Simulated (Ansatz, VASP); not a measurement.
## Two plane-wave programs on Cs3KSb

```xyz
5
Lattice="5.7531 0.0000 0.0000 0.0000 5.7531 0.0000 0.0000 0.0000 5.7531" Properties=species:S:1:pos:R:3 pbc="T T T"
K     0.0000    0.0000    0.0000
Cs    0.0000    2.8766    2.8766
Cs    2.8766    0.0000    2.8766
Cs    2.8766    2.8766    0.0000
Sb    2.8766    2.8766    2.8766
```

Alike in both runs: task single point; functional PBE; k mesh 4 × 4 × 4; occupations gaussian, width 0.1 eV; no spin polarisation.

|  | VASP | Ansatz |
| --- | --- | --- |
| version | VASP 6.6.1 | Ansatz 0.2.0 |
| potentials or method | VASP PAW PBE potentials, release 64 (K_sv, Cs_sv, Sb), cutoff 520 eV | scalar-relativistic, plane waves, PAW |
| valence electrons in the cell | 41 | 51 |

Ansatz gave:

* gap on the k mesh at the Fermi level (eV): none
* pressure (GPa): 20.3

Which values does VASP return?

gap on the k mesh at the Fermi level (eV): none; pressure (GPa): 20.5.

A gap of «none» marks a metal or a gap that the smearing closes. VASP's potentials hold 41 valence electrons a cell and Ansatz's 51, so a difference there can come from the potentials and not from the codes.

Spin-orbit coupling is off throughout.
